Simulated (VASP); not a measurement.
The system is Be2C.

```xyz
3
Lattice="0.0000 2.1605 2.1879 2.1605 0.0000 2.1879 2.1605 2.1605 0.0000" Properties=species:S:1:pos:R:3 pbc="T T T"
C     0.0000    0.0000    0.0000
Be    1.0802    1.0802    1.0940
Be    3.2407    3.2407    3.2819
```

This cell differs from its parent crystal: uniaxial z strain +1.3%.

Base run:

* Program: VASP 6.6.1
* Functional: r2SCAN
* Potentials or basis: VASP PAW PBE potentials, release 64 (C, Be)
* Cutoff: 660 eV
* k mesh: 10 × 10 × 10
* Occupations: gaussian, width 0.01 eV
* Spin: no spin polarisation

Its results: band gap on the k mesh 1.42 eV, indirect (least direct gap 4.50 eV); pressure -1.8 GPa.

Task: The run is repeated on the same cell with these changes: functional from r2SCAN to PBE; cutoff from 660 eV to 600 eV; occupations from gaussian, width 0.01 eV to fermi-dirac, width 0.02 eV. What comes out?

Result: Band gap on the k mesh 1.06 eV, indirect (least direct gap 4.02 eV); pressure -1.2 GPa.

Caveats: the PAW data sets were made with another functional, which shifts forces and pressure a little (some runs).

A k mesh can miss the band edges.
